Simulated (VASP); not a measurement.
# Yb (Im-3m) in VASP: single point with r2SCAN

Aim: the single point of Yb with r2SCAN.

Program: VASP 6.6.1. These are calculated values, not measurements. Logs are shortened: lines on timing, memory, paths and dates and some standing lists are left out, and cuts for length are marked.

### Step 1. The cell of the first run

It takes space group Im-3m (No. 229, cubic). The conventional cell has a = 4.077 Å, b = 4.077 Å, c = 4.077 Å, α = 90.00°, β = 90.00°, γ = 90.00°. Yb (site symmetry m-3m) has 14 Yb at 3.53 to 4.08 Å within 4.6 Å.

This isn't the form of Yb at room conditions, which is fcc.

### Step 2. Single point, r2SCAN, non-collinear spin, zero start, spin-orbit coupling

POSCAR

```
Yb
1.0
   -2.0386685962      2.0386685962      2.0386685962
    2.0386685962     -2.0386685962      2.0386685962
    2.0386685962      2.0386685962     -2.0386685962
Yb
1
Direct
    0.0000000000      0.0000000000      0.0000000000
```

INCAR.step1

```
PREC = Accurate ; ENCUT = 520
ISMEAR = -1 ; SIGMA = 0.1
LREAL = False ; LASPH = True
NELM = 150 ; LNONCOLLINEAR = True
MAGMOM = 0 0 0 ; LSORBIT = True
GGA_COMPAT = False ; LMAXMIX = 6
NBANDS = 35 ; GGA = PE
ALGO = Normal ; EDIFF = 1E-4
LWAVE = True ; LCHARG = False
```

INCAR.step2

```
PREC = Accurate ; ENCUT = 520
EDIFF = 1E-6 ; ISMEAR = -1
SIGMA = 0.1 ; LREAL = False
LASPH = True ; NELM = 150
ALGO = Normal ; ISIF = 2
LWAVE = False ; LCHARG = False
LNONCOLLINEAR = True ; MAGMOM = 0 0 0
LORBIT = 11 ; LSORBIT = True
GGA_COMPAT = False ; LORBMOM = True
LMAXMIX = 6 ; METAGGA = R2SCAN
LMIXTAU = True ; NBANDS = 35
ISTART = 1
```

KPOINTS

```
regular mesh
0
Gamma
  11 11 11
```

Potentials or basis: VASP PAW PBE potentials, release 64 (Yb).

The run is started by

```bash
$ cat potpaw_PBE.64/Yb/POTCAR > POTCAR
$ cp INCAR.step1 INCAR
$ mpirun -np 1 vasp_ncl > vasp.out
$ cp INCAR.step2 INCAR
$ mpirun -np 1 vasp_ncl > vasp.out
```

OUTCAR:

```text
PREC = Accurate
   ENCUT = 520
   EDIFF = 1E-6
   ISMEAR = -1
   LREAL = False
   LASPH = True
   NELM = 150
   ISIF = 2
   LNONCOLLINEAR = True
   LORBIT = 11
   LSORBIT = True
   METAGGA = R2SCAN
   ISTART = 1

 ion  position               nearest neighbor table
   1  0.000  0.000  0.000-

  LATTYP: Found a body centered cubic cell.
 ALAT       =     4.0773371924

  Lattice vectors:

 A1 = (  -2.0386685962,   2.0386685962,   2.0386685962)
 A2 = (   2.0386685962,  -2.0386685962,   2.0386685962)
 A3 = (   2.0386685962,   2.0386685962,  -2.0386685962)

Analysis of symmetry for initial positions (statically):
=====================================================================
 Subroutine PRICEL returns:
 Original cell was already a primitive cell.

 Routine SETGRP: Setting up the symmetry group for a
 body centered cubic supercell.

 Subroutine GETGRP returns: Found 48 space group operations
 (whereof 48 operations were pure point group operations)
 out of a pool of 48 trial point group operations.

The static configuration has the point symmetry O_h .

Analysis of symmetry for dynamics (positions and initial velocities):
=====================================================================
 Subroutine PRICEL returns:
 Original cell was already a primitive cell.

 Routine SETGRP: Setting up the symmetry group for a
 body centered cubic supercell.

 Subroutine GETGRP returns: Found 48 space group operations
 (whereof 48 operations were pure point group operations)
 out of a pool of 48 trial point group operations.

The dynamic configuration has the point symmetry O_h .

Analysis of structural, dynamic, and magnetic symmetry:
=====================================================================
 Subroutine PRICEL returns:
 Original cell was already a primitive cell.

 Routine SETGRP: Setting up the symmetry group for a
 body centered cubic supercell.

 Subroutine GETGRP returns: Found 48 space group operations
 (whereof 48 operations were pure point group operations)
 out of a pool of 48 trial point group operations.

The overall configuration has the point symmetry O_h .

 Subroutine INISYM returns: Found 48 space group operations
 (whereof 48 operations are pure point group operations),
 and found     1 'primitive' translations

----------------------------------------------------------------------------------------

                                     Primitive cell

  volume of cell :      33.8922

  direct lattice vectors                    reciprocal lattice vectors
    -2.038668596  2.038668596  2.038668596     0.000000000  0.245258107  0.245258107
     2.038668596 -2.038668596  2.038668596     0.245258107  0.000000000  0.245258107
     2.038668596  2.038668596 -2.038668596     0.245258107  0.245258107  0.000000000

  length of vectors
     3.531077588  3.531077588  3.531077588     0.346847341  0.346847341  0.346847341

  position of ions in fractional coordinates (direct lattice)
     0.000000000  0.000000000  0.000000000

  ion indices of the primitive-cell ions
   primitive index   ion index
                 1           1

----------------------------------------------------------------------------------------

 KPOINTS: regular mesh

Automatic generation of k-mesh.
 Grid dimensions read from file:
 generate k-points for:   11   11   11

 Generating k-lattice:

  Cartesian coordinates                     Fractional coordinates (reciprocal lattice)
     0.000000000  0.022296192  0.022296192     0.090909091  0.000000000  0.000000000
     0.022296192  0.000000000  0.022296192     0.000000000  0.090909091  0.000000000
     0.022296192  0.022296192  0.000000000     0.000000000  0.000000000  0.090909091

  Length of vectors
     0.031531576  0.031531576  0.031531576

  Shift w.r.t. Gamma in fractional coordinates (k-lattice)
     0.000000000  0.000000000  0.000000000

 Subroutine IBZKPT returns following result:
 ===========================================

 Found     56 irreducible k-points:

 Following reciprocal coordinates:
            Coordinates               Weight
  0.000000  0.000000  0.000000      1.000000
  0.090909  0.000000  0.000000     12.000000
  0.181818  0.000000  0.000000     12.000000
  0.272727  0.000000  0.000000     12.000000
  0.363636  0.000000  0.000000     12.000000
  0.454545  0.000000  0.000000     12.000000
[... 16 lines left out ...]
  0.272727  0.181818  0.090909     48.000000
  0.363636  0.181818  0.090909     24.000000
 [... further k-points ...]
   k-points           NKPTS =     56   k-points in BZ     NKDIM =     56   number of bands    NBANDS=     35
   number of dos      NEDOS =    301   number of ions     NIONS =      1
   total plane-waves  NPLWV =  21952
   dimension x,y,z NGX =    28 NGY =   28 NGZ =   28
   dimension x,y,z NGXF=    56 NGYF=   56 NGZF=   56
   ions per type =               1
   NGX,Y,Z   is equivalent  to a cutoff of  13.18, 13.18, 13.18 a.u.
   NGXF,Y,Z  is equivalent  to a cutoff of  26.37, 26.37, 26.37 a.u.
 SYSTEM =  unknown system
   PREC   = accura    normal or accurate (medium, high low for compatibility)
   ISTART =      1    job   : 0-new  1-cont  2-samecut
   ICHARG =      0    charge: 1-file 2-atom 10-const
   ISPIN  =      1    spin polarized calculation?
   LNONCOLLINEAR =      T non collinear calculations
   LSORBIT =      T    spin-orbit coupling
   LASPH  =      T    aspherical Exc in radial PAW
   ENCUT  =  520.0 eV  38.22 Ry    6.18 a.u.   6.57  6.57  6.57*2*pi/ulx,y,z
   NELM   =    150;   NELMIN=  2; NELMDL=  0     # of ELM steps
   EDIFF  = 0.1E-05   stopping-criterion for ELM
   LREAL  =      F    real-space projection
   EDIFFG = 0.1E-04   stopping-criterion for IOM
   NSW    =      0    number of steps for IOM
   IBRION =     -1    ionic relax: 0-MD 1-quasi-New 2-CG
   NFREE  =      0    steps in history (QN), initial steepest desc. (CG)
   ISIF   =      2    stress and relaxation
   ISYM   =      2    0-nonsym 1-usesym 2-fastsym
   POTIM  = 0.5000    time-step for ionic-motion
   TEBEG  =    0.0;   TEEND  =   0.0 temperature during run
   PSTRESS=    0.0 pullay stress
   NELECT =      24.0000    total number of electrons
   NUPDOWN=      -1.0000    fix difference up-down
   EMIN   =  10.00;   EMAX   =-10.00  energy-range for DOS
   EFERMI =   0.00;   METHOD = LEGACY
   ISMEAR =    -1;   SIGMA  =   0.10  broadening in eV -4-tet -1-fermi 0-gaus
   EFERMI_NEDOS =   21; number of points for ismear=-14 and -15
   IALGO  =     38    algorithm
   IMIX   =      4    mixing-type and parameters
     AMIX     =   0.40;   BMIX     =  1.00
     AMIX_MAG =   1.60;   BMIX_MAG =  1.00
  volume/ion in A,a.u.               =      33.89       228.72
  Fermi-wavevector in a.u.,A,eV,Ry     =   1.459190  2.757470 28.970021  2.129236
  Thomas-Fermi vector in A             =   2.575787
   LORBIT       =     11    0 simple, 1 ext, 2 COOP (PROOUT), +10 PAW based schemes
   METAGGA = R2SCAN    functional components
   LHFCALC =     F    Hartree Fock is set to
   AEXX    =    0.0000 exact exchange contribution
   IVDW    =     0    specifies the selected vdW correction
   LEPSILON=     F    determine dielectric tensor
   LRPA    =     F    only Hartree local field effects (RPA)
  energy-cutoff  :      520.00
  volume of cell :       33.89
 maximum number of plane-waves:      1886
   NGX = 13   NGY = 13   NGZ = 13

 number of electron      24.0000008 magnetization       0.0000000     -0.0000000     -0.0000000

 number of electron      24.0000008 magnetization       0.0000000     -0.0000000      0.0000000

 Free energy of the ion-electron system (eV)
  ---------------------------------------------------
  ext. energy  EPLUGINS =         0.00000000
  ---------------------------------------------------
  free energy    TOTEN  =       -36.50282093 eV

  energy without entropy =      -36.39529441  energy(sigma->0) =      -36.44905767

 E-fermi :   1.7569     XC(G=0): -10.4443

 val. band max:        1.7527701379   @ k =  -0.4545  -0.4545   0.1818
 cond. band min:       1.7839498905   @ k =  -0.3636   0.4545   0.2727
 fundamental gap:      0.0311797527
 Fermi energy:         1.7568640218

 k-point     1 :       0.0000    0.0000    0.0000
  band No.  band energies     occupation
      1     -51.9361      1.00000
      2     -51.9361      1.00000
      3     -27.3946      1.00000
      4     -27.3946      1.00000
      5     -21.5698      1.00000
      6     -21.5698      1.00000
[... 27 lines left out ...]
     34       6.8916      0.00000
     35      13.2763      0.00000

 k-point     2 :       0.0909    0.0000    0.0000
  band No.  band energies     occupation
      1     -51.9342      1.00000
      2     -51.9342      1.00000
      3     -27.4039      1.00000
      4     -27.4039      1.00000
      5     -21.6007      1.00000
      6     -21.6007      1.00000
[... 27 lines left out ...]
     34       6.8891      0.00000
     35      13.5086      0.00000
[... 796 lines left out ...]
     34       8.7516      0.00000
     35      10.1568      0.00000

 k-point    24 :       0.3636    0.1818    0.0909
  band No.  band energies     occupation
      1     -51.9105      1.00000
      2     -51.9105      1.00000
      3     -27.5178      1.00000
      4     -27.5178      1.00000
      5     -21.9031      1.00000
      6     -21.9031      1.00000
[... 27 lines left out ...]
     34       8.4290      0.00000
     35      10.4660      0.00000

 [... further k-points ...]

------------------------ aborting loop because EDIFF is reached ----------------------------------------

  FORCE on cell =-STRESS in cart. coord.  units (eV):
  Direction    XX          YY          ZZ          XY          YZ          ZX
  --------------------------------------------------------------------------------------
  -------------------------------------------------------------------------------------
  Total       -1.0003588     -1.0003588     -1.0003588      0.0000000      0.0000000     -0.0000000
  in kB      -47.2896907    -47.2896907    -47.2896907      0.0000000      0.0000000     -0.0000000
  external PRESSURE =     -47.2896907 kB  Pullay stress =       0.0000000 kB

 VOLUME and BASIS-vectors are now :
 -----------------------------------------------------------------------------
  energy-cutoff  :      520.00
  volume of cell :       33.89
      direct lattice vectors                 reciprocal lattice vectors
    -2.038668596  2.038668596  2.038668596     0.000000000  0.245258107  0.245258107
     2.038668596 -2.038668596  2.038668596     0.245258107  0.000000000  0.245258107
     2.038668596  2.038668596 -2.038668596     0.245258107  0.245258107  0.000000000

 POSITION                                       TOTAL-FORCE (eV/Angst)
 -----------------------------------------------------------------------------------
      0.00000      0.00000      0.00000         0.000000     -0.000000      0.000000
 -----------------------------------------------------------------------------------
    total drift:                               -0.000000     -0.000000     -0.000000

  FREE ENERGIE OF THE ION-ELECTRON SYSTEM (eV)
  ---------------------------------------------------
  free  energy   TOTEN  =       -36.5028209317 eV

  energy  without entropy=      -36.3952944085  energy(sigma->0) =      -36.44905767

 orbital moment (x)

 # of ion     p       d       f       tot
 ------------------------------------------------
  1         0.000  -0.000  -0.000  -0.000
 ------------------------------------------------
            0.000  -0.000  -0.000  -0.000

 orbital moment (y)

 # of ion     p       d       f       tot
 ------------------------------------------------
  1         0.000  -0.000  -0.000  -0.000
 ------------------------------------------------
            0.000  -0.000  -0.000  -0.000

 orbital moment (z)

 # of ion     p       d       f       tot
 ------------------------------------------------
  1         0.000   0.000   0.000   0.000
 ------------------------------------------------
            0.000   0.000   0.000   0.000

 Spin-Orbit-Coupling matrix elements

 Ion:    1  E_soc:     -1.7533721
 l=   1
     0.0000000    -0.2458946    -0.2458946
    -0.2458946     0.0000000    -0.2458946
    -0.2458946    -0.2458946     0.0000000
 l=   2
     0.0000000     0.0000157     0.0000000     0.0000157    -0.0010400
     0.0000157     0.0000000    -0.0007800     0.0000157    -0.0002600
     0.0000000    -0.0007800     0.0000000    -0.0007800     0.0000000
     0.0000157     0.0000157    -0.0007800     0.0000000    -0.0002600
    -0.0010400    -0.0002600     0.0000000    -0.0002600     0.0000000
 l=   3
     0.0000000    -0.0046101     0.0000000     0.0000000     0.0000000    -0.0048924    -0.0291897
    -0.0046101     0.0000000    -0.0076834     0.0000000    -0.0076834    -0.0122935    -0.0046101
     0.0000000    -0.0076834     0.0000000    -0.0186397    -0.0038266    -0.0094842     0.0000000
     0.0000000     0.0000000    -0.0186397     0.0000000    -0.0186397     0.0000000     0.0000000
     0.0000000    -0.0076834    -0.0038266    -0.0186397     0.0000000    -0.0094842     0.0000000
    -0.0048924    -0.0122935    -0.0094842     0.0000000    -0.0094842     0.0000000    -0.0048924
    -0.0291897    -0.0046101     0.0000000     0.0000000     0.0000000    -0.0048924     0.0000000

 total charge

# of ion       s       p       d       f       tot
--------------------------------------------------
    1        2.212   6.067   0.291  13.521  22.090

 magnetization (x)

# of ion       s       p       d       f       tot
--------------------------------------------------
    1        0.000  -0.000   0.000   0.000  -0.000

 magnetization (y)

# of ion       s       p       d       f       tot
--------------------------------------------------
    1        0.000   0.000   0.000  -0.000   0.000

 magnetization (z)

# of ion       s       p       d       f       tot
--------------------------------------------------
    1        0.000   0.000   0.000  -0.000   0.000
```

Wall time 18 min (1 thread of Intel Xeon Platinum 8488C (Sapphire Rapids), shared host); peak memory 0.36 GiB.

Results:

```
Free energy                                           : -36.5028 eV
Pressure                                              : -4.7 GPa
Net moment                                            : 0.00 μB per cell
Valence electrons inside the program's atomic spheres : Yb 22.09
```

Moments on the atoms (μB; x, y, z):
```
Yb  0.00 0.00 0.00
```

Caveat: the cell stands under tension; the PAW data sets were made with another functional, which shifts forces and pressure a little.
